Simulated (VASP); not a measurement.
# TaN (Fm-3m) in VASP: a series of runs

Runs on TaN. Level: PBEsol. Tasks: electric field gradients.

Program: VASP 6.6.1. These are calculated values, not measurements. Logs are shortened: lines on timing, memory, paths and dates and some standing lists are left out, and cuts for length are marked.

**1. The cell of the first run**

It takes space group Fm-3m (No. 225, cubic). Conventional cell: a = 4.387 Å, b = 4.387 Å, c = 4.387 Å, α = 90.00°, β = 90.00°, γ = 90.00°. Within 2.9 Å of Ta (site symmetry m-3m) lie 6 N at 2.19 Å. N (site symmetry m-3m) has 6 Ta at 2.19 Å within 2.9 Å.

**2. Electric field gradients, PBEsol (10.55 Å³/atom)**

File INCAR:

```
SYSTEM = TaN
  PREC = Accurate
  ENCUT = 520
  EDIFF = 1E-8
  ISMEAR = -1
  SIGMA = 0.02
  LREAL = .FALSE.
  LASPH = .TRUE.
  NELM = 120
  ALGO = Normal
  ISIF = 2
  LWAVE = .FALSE.
  LCHARG = .FALSE.
  GGA = PS
  LEFG = .TRUE.
  NBANDS = 16
  GGA_COMPAT = .FALSE.
```

File KPOINTS:

```
regular mesh
0
G
  9 9 9
  0 0 0
```

File POSCAR:

```
TaN
1.0
    0.0000000000      2.1934308841      2.1934308841
    2.1934308841      0.0000000000      2.1934308841
    2.1934308841      2.1934308841      0.0000000000
Ta N
1 1
Direct
    0.5000000000      0.5000000000      0.5000000000
    0.0000000000      0.0000000000      0.0000000000
```

Potentials or basis: VASP PAW PBE potentials, release 64 (Ta_sv_GW, N).

Launch:

```bash
$ cat potpaw_PBE.64/Ta_sv_GW/POTCAR potpaw_PBE.64/N/POTCAR > POTCAR
$ mpirun -np 1 vasp_std > vasp.out
```

OUTCAR:

```text
SYSTEM = TaN
   PREC = Accurate
   ENCUT = 520
   EDIFF = 1E-8
   ISMEAR = -1
   LREAL = .FALSE.
   LASPH = .TRUE.
   NELM = 120
   ISIF = 2
   GGA = PS

 ion  position               nearest neighbor table
   1  0.500  0.500  0.500-   2 2.19   2 2.19   2 2.19   2 2.19   2 2.19   2 2.19
   2  0.000  0.000  0.000-   1 2.19   1 2.19   1 2.19   1 2.19   1 2.19   1 2.19

  LATTYP: Found a face centered cubic cell.
 ALAT       =     4.3868617682

  Lattice vectors:

 A1 = (   0.0000000000,   2.1934308841,   2.1934308841)
 A2 = (   2.1934308841,   0.0000000000,   2.1934308841)
 A3 = (   2.1934308841,   2.1934308841,   0.0000000000)

Analysis of symmetry for initial positions (statically):
=====================================================================
 Subroutine PRICEL returns:
 Original cell was already a primitive cell.

 Routine SETGRP: Setting up the symmetry group for a
 face centered cubic supercell.

 Subroutine GETGRP returns: Found 48 space group operations
 (whereof 48 operations were pure point group operations)
 out of a pool of 48 trial point group operations.

The static configuration has the point symmetry O_h .

Analysis of symmetry for dynamics (positions and initial velocities):
=====================================================================
 Subroutine PRICEL returns:
 Original cell was already a primitive cell.

 Routine SETGRP: Setting up the symmetry group for a
 face centered cubic supercell.

 Subroutine GETGRP returns: Found 48 space group operations
 (whereof 48 operations were pure point group operations)
 out of a pool of 48 trial point group operations.

The dynamic configuration has the point symmetry O_h .

 Subroutine INISYM returns: Found 48 space group operations
 (whereof 48 operations are pure point group operations),
 and found     1 'primitive' translations

----------------------------------------------------------------------------------------

                                     Primitive cell

  volume of cell :      21.1058

  direct lattice vectors                    reciprocal lattice vectors
     0.000000000  2.193430884  2.193430884    -0.227953387  0.227953387  0.227953387
     2.193430884  0.000000000  2.193430884     0.227953387 -0.227953387  0.227953387
     2.193430884  2.193430884  0.000000000     0.227953387  0.227953387 -0.227953387

  length of vectors
     3.101979704  3.101979704  3.101979704     0.394826849  0.394826849  0.394826849

  position of ions in fractional coordinates (direct lattice)
     0.500000000  0.500000000  0.500000000
     0.000000000  0.000000000  0.000000000

  ion indices of the primitive-cell ions
   primitive index   ion index
                 1           1
                 2           2

----------------------------------------------------------------------------------------

 KPOINTS: regular mesh

Automatic generation of k-mesh.
 Grid dimensions read from file:
 generate k-points for:    9    9    9

 Generating k-lattice:

  Cartesian coordinates                     Fractional coordinates (reciprocal lattice)
    -0.025328154  0.025328154  0.025328154     0.111111111  0.000000000  0.000000000
     0.025328154 -0.025328154  0.025328154     0.000000000  0.111111111  0.000000000
     0.025328154  0.025328154 -0.025328154     0.000000000  0.000000000  0.111111111

  Length of vectors
     0.043869650  0.043869650  0.043869650

  Shift w.r.t. Gamma in fractional coordinates (k-lattice)
     0.000000000  0.000000000  0.000000000

 Subroutine IBZKPT returns following result:
 ===========================================

 Found     35 irreducible k-points:

 Following reciprocal coordinates:
            Coordinates               Weight
  0.000000  0.000000  0.000000      1.000000
  0.111111  0.000000  0.000000      8.000000
  0.222222  0.000000  0.000000      8.000000
  0.333333  0.000000  0.000000      8.000000
  0.444444  0.000000  0.000000      8.000000
  0.111111  0.111111  0.000000      6.000000
[... 16 lines left out ...]
 -0.333333  0.333333  0.000000     12.000000
  0.444444  0.444444  0.000000      6.000000
 [... further k-points ...]
   k-points           NKPTS =     35   k-points in BZ     NKDIM =     35   number of bands    NBANDS=     16
   number of dos      NEDOS =    301   number of ions     NIONS =      2
   total plane-waves  NPLWV =  13824
   dimension x,y,z NGX =    24 NGY =   24 NGZ =   24
   dimension x,y,z NGXF=    48 NGYF=   48 NGZF=   48
   ions per type =               1   1
   NGX,Y,Z   is equivalent  to a cutoff of  12.86, 12.86, 12.86 a.u.
   NGXF,Y,Z  is equivalent  to a cutoff of  25.72, 25.72, 25.72 a.u.
 SYSTEM =  TaN
   PREC   = accura    normal or accurate (medium, high low for compatibility)
   ISTART =      0    job   : 0-new  1-cont  2-samecut
   ICHARG =      2    charge: 1-file 2-atom 10-const
   ISPIN  =      1    spin polarized calculation?
   LNONCOLLINEAR =      F non collinear calculations
   LSORBIT =      F    spin-orbit coupling
   LASPH  =      T    aspherical Exc in radial PAW
   ENCUT  =  520.0 eV  38.22 Ry    6.18 a.u.   5.77  5.77  5.77*2*pi/ulx,y,z
   NELM   =    120;   NELMIN=  2; NELMDL= -5     # of ELM steps
   EDIFF  = 0.1E-07   stopping-criterion for ELM
   LREAL  =      F    real-space projection
   EDIFFG = 0.1E-06   stopping-criterion for IOM
   NSW    =      0    number of steps for IOM
   IBRION =     -1    ionic relax: 0-MD 1-quasi-New 2-CG
   NFREE  =      0    steps in history (QN), initial steepest desc. (CG)
   ISIF   =      2    stress and relaxation
   ISYM   =      2    0-nonsym 1-usesym 2-fastsym
   POTIM  = 0.5000    time-step for ionic-motion
   TEBEG  =    0.0;   TEEND  =   0.0 temperature during run
   PSTRESS=    0.0 pullay stress
   NELECT =      18.0000    total number of electrons
   NUPDOWN=      -1.0000    fix difference up-down
   EMIN   =  10.00;   EMAX   =-10.00  energy-range for DOS
   EFERMI =   0.00;   METHOD = LEGACY
   ISMEAR =    -1;   SIGMA  =   0.02  broadening in eV -4-tet -1-fermi 0-gaus
   EFERMI_NEDOS =   21; number of points for ismear=-14 and -15
   IALGO  =     38    algorithm
   IMIX   =      4    mixing-type and parameters
     AMIX     =   0.40;   BMIX     =  1.00
     AMIX_MAG =   1.60;   BMIX_MAG =  1.00
  volume/ion in A,a.u.               =      10.55        71.21
  Fermi-wavevector in a.u.,A,eV,Ry     =   1.552500  2.933800 32.793543  2.410257
  Thomas-Fermi vector in A             =   2.656867
   LORBIT       =      0    0 simple, 1 ext, 2 COOP (PROOUT), +10 PAW based schemes
   GGA     = PS    functional components
   LHFCALC =     F    Hartree Fock is set to
   AEXX    =    0.0000 exact exchange contribution
   IVDW    =     0    specifies the selected vdW correction
   LEPSILON=     F    determine dielectric tensor
   LRPA    =     F    only Hartree local field effects (RPA)
 non-spin polarized calculation
  energy-cutoff  :      520.00
  volume of cell :       21.11
 maximum number of plane-waves:       577
   NGX = 11   NGY = 11   NGZ = 11

 number of electron      18.0000002 magnetization

 Free energy of the ion-electron system (eV)
  ---------------------------------------------------
  ext. energy  EPLUGINS =         0.00000000
  ---------------------------------------------------
  free energy    TOTEN  =       -25.75687567 eV

  energy without entropy =      -25.75576590  energy(sigma->0) =      -25.75632078

 E-fermi :  13.6511     XC(G=0): -14.0026

 val. band max:       13.5437294820   @ k =  -0.4444   0.2222   0.1111
 cond. band min:      13.6840886440   @ k =  -0.2222   0.2222   0.0000
 fundamental gap:      0.1403591620
 Fermi energy:        13.6511333183

 k-point     1 :       0.0000    0.0000    0.0000
  band No.  band energies     occupation
      1     -55.7330      2.00000
      2     -21.9200      2.00000
      3     -21.9200      2.00000
      4     -21.9200      2.00000
      5      -5.0929      2.00000
      6       9.9405      2.00000
[... 8 lines left out ...]
     15      22.8928      0.00000
     16      38.0383      0.00000

 k-point     2 :       0.1111    0.0000    0.0000
  band No.  band energies     occupation
      1     -55.7263      2.00000
      2     -22.0318      2.00000
      3     -21.9304      2.00000
      4     -21.9304      2.00000
      5      -4.7927      2.00000
      6       8.6250      2.00000
[... 8 lines left out ...]
     15      23.7894      0.00000
     16      34.6863      0.00000
[... 387 lines left out ...]
      5      -2.8769      2.00000
      6       5.1968      2.00000
[... 8 lines left out ...]
     15      24.9161      0.00000
     16      24.9324      0.00000

 k-point    24 :       0.4444    0.4444    0.0000
  band No.  band energies     occupation
      1     -55.6579      2.00000
      2     -22.6534      2.00000
      3     -22.2057      2.00000
      4     -22.2057      2.00000
      5      -3.7877      2.00000
      6       6.8653      2.00000
[... 8 lines left out ...]
     15      22.9263      0.00000
     16      29.7260      0.00000

 [... further k-points ...]
[... 5 lines left out ...]
  --------------------------------------------------------------------------------------
  -------------------------------------------------------------------------------------
  Total       -0.3992482     -0.3992482     -0.3992482      0.0000000     -0.0000000     -0.0000000
  in kB      -30.3076086    -30.3076086    -30.3076086      0.0000000     -0.0000000     -0.0000000
  external PRESSURE =     -30.3076086 kB  Pullay stress =       0.0000000 kB

 VOLUME and BASIS-vectors are now :
 -----------------------------------------------------------------------------
  energy-cutoff  :      520.00
  volume of cell :       21.11
      direct lattice vectors                 reciprocal lattice vectors
     0.000000000  2.193430884  2.193430884    -0.227953387  0.227953387  0.227953387
     2.193430884  0.000000000  2.193430884     0.227953387 -0.227953387  0.227953387
     2.193430884  2.193430884  0.000000000     0.227953387  0.227953387 -0.227953387

 POSITION                                       TOTAL-FORCE (eV/Angst)
 -----------------------------------------------------------------------------------
      2.19343      2.19343      2.19343         0.000000     -0.000000     -0.000000
      0.00000      0.00000      0.00000        -0.000000      0.000000      0.000000
 -----------------------------------------------------------------------------------
    total drift:                                0.000000     -0.000000      0.000000

  FREE ENERGIE OF THE ION-ELECTRON SYSTEM (eV)
  ---------------------------------------------------
  free  energy   TOTEN  =       -25.7568756705 eV

  energy  without entropy=      -25.7557658951  energy(sigma->0) =      -25.75632078

 Electric field gradients (V/A^2)
---------------------------------------------------------------------
 ion       V_xx      V_yy      V_zz      V_xy      V_xz      V_yz
---------------------------------------------------------------------
   1      -0.000    -0.000    -0.000     0.000     0.000     0.000
   2       0.000    -0.000     0.000     0.000     0.000     0.000
---------------------------------------------------------------------

 Electric field gradients after diagonalization (V/A^2)
 (convention: |V_zz| > |V_xx| > |V_yy|)
----------------------------------------------------------------------
 ion       V_xx      V_yy      V_zz     asymmetry (V_yy - V_xx)/ V_zz
----------------------------------------------------------------------
   1      -0.000    -0.000     0.001       0.000
   2      -0.000    -0.000     0.000       0.000
----------------------------------------------------------------------

           NMR quadrupolar parameters

 Cq : quadrupolar parameter    Cq=e*Q*V_zz/h
 eta: asymmetry parameters     (V_yy - V_xx)/ V_zz
 Q  : nuclear electric quadrupole moment in mb (millibarn)
----------------------------------------------------------------------
 ion       Cq(MHz)       eta       Q (mb)
----------------------------------------------------------------------
   1       0.000       0.000       1.000
   2       0.000       0.000       1.000
----------------------------------------------------------------------
```

Run time: 12 s. Hardware: 1 thread of Intel Xeon Platinum 8375C at 2.90GHz (Ice Lake), shared host; peak memory 0.15 GiB.

What came out:

```
Free energy                             : -25.7569 eV
Pressure                                : -3.0 GPa
Band gap on the k mesh                  : zero (bands 9 and 10 overlap by 3.71 eV)
Largest electric field gradient by atom : under 0.05 V/Å² on every atom
```

Levels at points of the mesh, in eV from the Fermi level:
```tsv
k point	band 6	band 7	band 8	band 9	band 10	band 11	band 12	band 13
(0.00, 0.00, 0.00)	-3.71	-3.71	-3.71	-2.04	-2.04	-2.04	0.14	0.14
```

Caveat: the cell stands under tension; the PAW data sets were made with another functional, which shifts forces and pressure a little; spin-orbit coupling is left out, which moves the levels of the heavy elements.

(Continued in part 2 of 2.)

The gap in the log of VASP goes by the Fermi energy; the results here count the filled bands.